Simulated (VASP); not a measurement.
LaBi, 2 atoms in the cell. The structure is cubic, space group Fm-3m (No. 225). The conventional cell has a = 6.153 Å, b = 6.153 Å, c = 6.153 Å, α = 90.00°, β = 90.00°, γ = 90.00°. Within 4.0 Å of La (site symmetry m-3m) lie 6 Bi at 3.08 Å. Within 4.0 Å of Bi (site symmetry m-3m) lie 6 La at 3.08 Å. 

- Program: VASP 6.6.1
- Task: single point
- Functional: PBEsol
- Potentials or basis: VASP PAW PBE potentials, release 64 (La, Bi_d)
- Cutoff: 520 eV
- k mesh: 12 × 12 × 12
- Occupations: fermi-dirac, width 0.1 eV
- Spin: no spin polarisation
- Dipole correction: no
- Further INCAR settings: ALGO = Normal; EDIFF = 1e-06; NBANDS = 20

Potentials or basis: VASP PAW PBE potentials, release 64 (La, Bi_d).

The run is started by

```sh
$ cat potpaw_PBE.64/La/POTCAR potpaw_PBE.64/Bi_d/POTCAR > POTCAR
$ mpirun -np 1 vasp_std > vasp.out
```

Hardware: 1 thread of Intel(R) Xeon(R) 6975P-C (Granite Rapids), on a shared host.

**Question.** Estimate the wall time of this run.

**Answer.** It took 40 s on 1 thread of Intel(R) Xeon(R) 6975P-C (Granite Rapids) (shared host), peak memory 0.25 GiB. Counts: scf iterations 15, k points 72.
